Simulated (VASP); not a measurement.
# SnO2 (C2/m) in VASP: single point with LDA

Aim: the single point of SnO2 with LDA.

All numbers are computed with VASP 6.6.1; they aren't measurements. Logs are shortened: lines on timing, memory, paths and dates and some standing lists are left out, and cuts for length are marked.

## (1) The cell of the first run

It takes space group C2/m (No. 12, monoclinic). The conventional cell has a = 5.362 Å, b = 3.320 Å, c = 4.456 Å, α = 90.00°, β = 113.65°, γ = 90.00°. Within 2.7 Å of Sn (site symmetry 2/m) lie 6 O at 2.03 to 2.12 Å. O (site symmetry m) has 3 Sn at 2.03 to 2.12 Å and 6 O at 2.63 to 2.87 Å within 2.9 Å.

## (2) Single point, LDA (strain +0.0350 x Voigt [1, -1, 0, 0, 0, 0])

The input, INCAR:

```
SYSTEM = SnO2
PREC = Accurate
ENCUT = 520
EDIFF = 1E-6
ISMEAR = 0
SIGMA = 0.05
LREAL = .False.
LASPH = .True.
NELM = 60
ALGO = Normal
ISIF = 2
LWAVE = .False.
LCHARG = .False.
NBANDS = 20
```

The input, KPOINTS:

```
regular mesh
0
Gamma
  12 12 12
  0 0 0
```

The input, POSCAR:

```
SnO2
1.0
    1.6600527408      0.8936104158      4.0813809037
   -1.6600527408      0.8936104158      4.0813809037
    0.0000000000     -1.7872208317      4.0813809037
Sn O
1 2
Direct
    0.5000000000      0.5000000000      0.5000000000
    0.2451905456      0.2451905456      0.2451905456
    0.7548094544      0.7548094544      0.7548094544
```

Potentials or basis: VASP PAW LDA potentials, release 64 (Sn_d, O).

The run is started by

```console
$ cat potpaw_LDA.64/Sn_d/POTCAR potpaw_LDA.64/O/POTCAR > POTCAR
$ mpirun -np 1 vasp_std > vasp.out
```

OUTCAR:

```text
SYSTEM = SnO2
   PREC = Accurate
   ENCUT = 520
   EDIFF = 1E-6
   ISMEAR = 0
   LREAL = .False.
   LASPH = .True.
   NELM = 60
   ISIF = 2

 ion  position               nearest neighbor table
   1  0.500  0.500  0.500-   2 2.03   3 2.03   2 2.12   2 2.12   3 2.12   3 2.12
   2  0.245  0.245  0.245-   1 2.03   1 2.12   1 2.12
   3  0.755  0.755  0.755-   1 2.03   1 2.12   1 2.12

  LATTYP: Found a base centered monoclinic cell.
 ALAT       =     5.3616624950
 B/A-ratio  =     0.6192305996
 C/A-ratio  =     0.8309995401
 COS(beta)  =    -0.4011233668

  Lattice vectors:

 A1 = (   1.6600527408,   2.6808312475,   0.0000000000)
 A2 = (  -1.6600527408,   2.6808312475,   0.0000000000)
 A3 = (   0.0000000000,  -1.7872208317,   4.0813809037)

Analysis of symmetry for initial positions (statically):
=====================================================================
 Subroutine PRICEL returns:
 Original cell was already a primitive cell.

 Routine SETGRP: Setting up the symmetry group for a
 base centered monoclinic supercell.

 Subroutine GETGRP returns: Found  4 space group operations
 (whereof  4 operations were pure point group operations)
 out of a pool of  4 trial point group operations.

The static configuration has the point symmetry C_2h.

Analysis of symmetry for dynamics (positions and initial velocities):
=====================================================================
 Subroutine PRICEL returns:
 Original cell was already a primitive cell.

 Routine SETGRP: Setting up the symmetry group for a
 base centered monoclinic supercell.

 Subroutine GETGRP returns: Found  4 space group operations
 (whereof  4 operations were pure point group operations)
 out of a pool of  4 trial point group operations.

The dynamic configuration has the point symmetry C_2h.

 Subroutine INISYM returns: Found  4 space group operations
 (whereof  4 operations are pure point group operations),
 and found     1 'primitive' translations

----------------------------------------------------------------------------------------

                                     Primitive cell

  volume of cell :      36.3269

  direct lattice vectors                    reciprocal lattice vectors
     1.660052741  0.893610416  4.081380904     0.301195250  0.186509315  0.081671704
    -1.660052741  0.893610416  4.081380904    -0.301195250  0.186509315  0.081671704
     0.000000000 -1.787220832  4.081380904     0.000000000 -0.373018630  0.081671704

  length of vectors
     4.495774100  4.495774100  4.455539068     0.363558208  0.363558208  0.381854901

  position of ions in fractional coordinates (direct lattice)
     0.500000000  0.500000000  0.500000000
     0.245190546  0.245190546  0.245190546
     0.754809454  0.754809454  0.754809454

  ion indices of the primitive-cell ions
   primitive index   ion index
                 1           1
                 2           2
                 3           3

----------------------------------------------------------------------------------------

 KPOINTS: regular mesh

Automatic generation of k-mesh.
 Grid dimensions read from file:
 generate k-points for:   12   12   12

 Generating k-lattice:

  Cartesian coordinates                     Fractional coordinates (reciprocal lattice)
     0.025099604  0.015542443  0.006805975     0.083333333  0.000000000 -0.000000000
    -0.025099604  0.015542443  0.006805975     0.000000000  0.083333333 -0.000000000
     0.000000000 -0.031084886  0.006805975     0.000000000  0.000000000  0.083333333

  Length of vectors
     0.030296517  0.030296517  0.031821242

  Shift w.r.t. Gamma in fractional coordinates (k-lattice)
     0.000000000  0.000000000  0.000000000

 Subroutine IBZKPT returns following result:
 ===========================================

 Found    476 irreducible k-points:

 Following reciprocal coordinates:
            Coordinates               Weight
  0.000000  0.000000  0.000000      1.000000
  0.083333  0.000000 -0.000000      4.000000
  0.166667 -0.000000 -0.000000      4.000000
  0.250000  0.000000 -0.000000      4.000000
  0.333333  0.000000 -0.000000      4.000000
  0.416667  0.000000  0.000000      4.000000
[... 16 lines left out ...]
  0.500000  0.166667 -0.000000      4.000000
 -0.416667  0.166667  0.000000      4.000000
 [... further k-points ...]
   k-points           NKPTS =    476   k-points in BZ     NKDIM =    476   number of bands    NBANDS=     20
   number of dos      NEDOS =    301   number of ions     NIONS =      3
   total plane-waves  NPLWV =  46656
   dimension x,y,z NGX =    36 NGY =   36 NGZ =   36
   dimension x,y,z NGXF=    72 NGYF=   72 NGZF=   72
   ions per type =               1   2
   NGX,Y,Z   is equivalent  to a cutoff of  13.31, 13.31, 13.43 a.u.
   NGXF,Y,Z  is equivalent  to a cutoff of  26.62, 26.62, 26.86 a.u.
 SYSTEM =  SnO2
   PREC   = accura    normal or accurate (medium, high low for compatibility)
   ISTART =      0    job   : 0-new  1-cont  2-samecut
   ICHARG =      2    charge: 1-file 2-atom 10-const
   ISPIN  =      1    spin polarized calculation?
   LNONCOLLINEAR =      F non collinear calculations
   LSORBIT =      F    spin-orbit coupling
   LASPH  =      T    aspherical Exc in radial PAW
   ENCUT  =  520.0 eV  38.22 Ry    6.18 a.u.   8.36  8.36  8.28*2*pi/ulx,y,z
   NELM   =     60;   NELMIN=  2; NELMDL= -5     # of ELM steps
   EDIFF  = 0.1E-05   stopping-criterion for ELM
   LREAL  =      F    real-space projection
   EDIFFG = 0.1E-04   stopping-criterion for IOM
   NSW    =      0    number of steps for IOM
   IBRION =     -1    ionic relax: 0-MD 1-quasi-New 2-CG
   NFREE  =      0    steps in history (QN), initial steepest desc. (CG)
   ISIF   =      2    stress and relaxation
   ISYM   =      2    0-nonsym 1-usesym 2-fastsym
   POTIM  = 0.5000    time-step for ionic-motion
   TEBEG  =    0.0;   TEEND  =   0.0 temperature during run
   PSTRESS=    0.0 pullay stress
   NELECT =      26.0000    total number of electrons
   NUPDOWN=      -1.0000    fix difference up-down
   EMIN   =  10.00;   EMAX   =-10.00  energy-range for DOS
   EFERMI =   0.00;   METHOD = LEGACY
   ISMEAR =     0;   SIGMA  =   0.05  broadening in eV -4-tet -1-fermi 0-gaus
   EFERMI_NEDOS =   21; number of points for ismear=-14 and -15
   IALGO  =     38    algorithm
   IMIX   =      4    mixing-type and parameters
     AMIX     =   0.40;   BMIX     =  1.00
     AMIX_MAG =   1.60;   BMIX_MAG =  1.00
  volume/ion in A,a.u.               =      12.11        81.72
  Fermi-wavevector in a.u.,A,eV,Ry     =   1.464389  2.767294 29.176811  2.144435
  Thomas-Fermi vector in A             =   2.580371
   LORBIT       =      0    0 simple, 1 ext, 2 COOP (PROOUT), +10 PAW based schemes
   GGA     = CA    functional components
   LHFCALC =     F    Hartree Fock is set to
   AEXX    =    0.0000 exact exchange contribution
   IVDW    =     0    specifies the selected vdW correction
   LEPSILON=     F    determine dielectric tensor
   LRPA    =     F    only Hartree local field effects (RPA)
 non-spin polarized calculation
 Gauss-broadening in eV      SIGMA  =   0.05
  energy-cutoff  :      520.00
  volume of cell :       36.33
 maximum number of plane-waves:       992
 NGX is ok and might be reduce to    36
   NGX = 17   NGY = 17   NGZ = 17

 number of electron      25.9999999 magnetization

 Free energy of the ion-electron system (eV)
  ---------------------------------------------------
  ext. energy  EPLUGINS =         0.00000000
  ---------------------------------------------------
  free energy    TOTEN  =       -20.49218481 eV

  energy without entropy =      -20.49218481  energy(sigma->0) =      -20.49218481

 E-fermi :   5.8472     XC(G=0): -11.6927

 val. band max:        5.5769745913   @ k =   0.5000  -0.0000   0.5000
 cond. band min:       7.1026345313   @ k =   0.0000   0.0000   0.0000
 fundamental gap:      1.5256599400
 Fermi energy:         5.8472185454

 k-point     1 :       0.0000    0.0000    0.0000
  band No.  band energies     occupation
      1     -14.8183      2.00000
      2     -14.5022      2.00000
      3     -14.3996      2.00000
      4     -14.2232      2.00000
      5     -14.1976      2.00000
      6     -12.9208      2.00000
[... 12 lines left out ...]
     19      21.6469      0.00000
     20      22.9785      0.00000

 k-point     2 :       0.0833    0.0000   -0.0000
  band No.  band energies     occupation
      1     -14.7930      2.00000
      2     -14.5329      2.00000
      3     -14.4000      2.00000
      4     -14.2299      2.00000
      5     -14.2063      2.00000
      6     -12.8704      2.00000
[... 12 lines left out ...]
     19      20.9172      0.00000
     20      22.6534      0.00000

 k-point     3 :       0.1667   -0.0000   -0.0000
  band No.  band energies     occupation
      1     -14.8201      2.00000
      2     -14.5509      2.00000
      3     -14.3792      2.00000
      4     -14.2524      2.00000
      5     -14.2064      2.00000
      6     -12.7106      2.00000
[... 12 lines left out ...]
     19      20.0626      0.00000
     20      22.7005      0.00000

 k-point     4 :       0.2500    0.0000   -0.0000
  band No.  band energies     occupation
      1     -14.9969      2.00000
      2     -14.4503      2.00000
      3     -14.3568      2.00000
      4     -14.2665      2.00000
      5     -14.1863      2.00000
      6     -12.4316      2.00000
[... 12 lines left out ...]
     19      19.8896      0.00000
     20      22.7414      0.00000

 k-point     5 :       0.3333    0.0000   -0.0000
  band No.  band energies     occupation
      1     -15.1840      2.00000
      2     -14.3747      2.00000
      3     -14.3495      2.00000
      4     -14.2441      2.00000
      5     -14.1438      2.00000
      6     -12.0591      2.00000
[... 12 lines left out ...]
     19      19.6740      0.00000
     20      21.6297      0.00000
[... 353 lines left out ...]
      6     -12.1844      2.00000
[... 12 lines left out ...]
     19      19.9219      0.00000
     20      21.1428      0.00000

 k-point    22 :       0.4167    0.1667   -0.0000
  band No.  band energies     occupation
      1     -15.1582      2.00000
      2     -14.5201      2.00000
      3     -14.3162      2.00000
      4     -14.2854      2.00000
      5     -14.1103      2.00000
      6     -11.7284      2.00000
[... 12 lines left out ...]
     19      20.0314      0.00000
     20      20.5652      0.00000

 k-point    23 :       0.5000    0.1667   -0.0000
  band No.  band energies     occupation
      1     -15.2319      2.00000
      2     -14.5377      2.00000
      3     -14.3299      2.00000
      4     -14.2462      2.00000
      5     -14.1080      2.00000
      6     -11.2724      2.00000
[... 12 lines left out ...]
     19      19.8922      0.00000
     20      20.6803      0.00000

 k-point    24 :      -0.4167    0.1667    0.0000
  band No.  band energies     occupation
      1     -15.2317      2.00000
      2     -14.5744      2.00000
      3     -14.3331      2.00000
      4     -14.2043      2.00000
      5     -14.1422      2.00000
      6     -11.0589      2.00000
[... 12 lines left out ...]
     19      19.7054      0.00000
     20      21.0407      0.00000

 [... further k-points ...]
[... 5 lines left out ...]
  --------------------------------------------------------------------------------------
  -------------------------------------------------------------------------------------
  Total       -1.3545645      2.4827522      0.1761747      0.0000000     -0.0931563      0.0000000
  in kB      -59.7422808    109.5003423      7.7700842      0.0000000     -4.1086026      0.0000000
  external PRESSURE =      19.1760486 kB  Pullay stress =       0.0000000 kB

 VOLUME and BASIS-vectors are now :
 -----------------------------------------------------------------------------
  energy-cutoff  :      520.00
  volume of cell :       36.33
      direct lattice vectors                 reciprocal lattice vectors
     1.660052741  0.893610416  4.081380904     0.301195250  0.186509315  0.081671704
    -1.660052741  0.893610416  4.081380904    -0.301195250  0.186509315  0.081671704
     0.000000000 -1.787220832  4.081380904     0.000000000 -0.373018630  0.081671704

 POSITION                                       TOTAL-FORCE (eV/Angst)
 -----------------------------------------------------------------------------------
      0.00000     -0.00000      6.12207        -0.000000      0.000000     -0.000000
      0.00000     -0.00000      3.00215         0.000000     -0.209152      0.108536
      0.00000     -0.00000      9.24199         0.000000      0.209152     -0.108536
 -----------------------------------------------------------------------------------
    total drift:                                0.000000     -0.000000      0.000000

  FREE ENERGIE OF THE ION-ELECTRON SYSTEM (eV)
  ---------------------------------------------------
  free  energy   TOTEN  =       -20.4921848051 eV

  energy  without entropy=      -20.4921848051  energy(sigma->0) =      -20.49218481
```

It took 2.9 min on 1 thread of Intel Xeon 6975P-C (Granite Rapids), shared host; peak memory 0.41 GiB.

What came out:

| Quantity | Value |
| --- | --- |
| Free energy | -20.4922 eV |
| Pressure | 1.9 GPa |
| Largest force | 0.236 eV/Å |
| Band gap on the k mesh | 1.53 eV (least direct gap 1.54 eV) |

Forces on the atoms (eV/Å):
```
Sn   0.000  0.000  0.000
O    0.000 -0.209  0.109
O    0.000  0.209 -0.109
```

Levels at points of the mesh, in eV from the valence-band top:
```
           k point  band 9  band 10  band 11  band 12  band 13  band 14  band 15  band 16  band 17  band 18
(0.00, 0.00, 0.00)   -1.77    -1.69    -1.59    -1.37    -0.02     1.53     5.10     9.86    11.20    13.47
(0.50, 0.00, 0.00)   -4.65    -3.37    -2.21    -1.40    -1.07     5.53     8.06     9.36    12.48    13.19
(0.50, 0.50, 0.00)   -5.23    -4.29    -1.02    -0.79    -0.30     4.43     6.18    11.04    11.38    12.16
(0.00, 0.00, 0.50)   -4.54    -3.88    -2.23    -1.40    -1.38     5.32     7.32    10.16    12.31    12.65
(0.50, 0.00, 0.50)   -5.34    -3.74    -1.24    -0.56     0.00     4.88     6.85    10.65    10.69    13.14
(0.50, 0.50, 0.50)   -2.50    -2.07    -1.85    -1.37    -1.13     3.74     5.79    10.49    11.78    14.44
```

Caveat: the cell differs from its parent crystal (strain +0.0350 x Voigt [1, -1, 0, 0, 0, 0]); spin-orbit coupling is left out, which moves the levels of the heavy elements. A k mesh can miss the band edges.
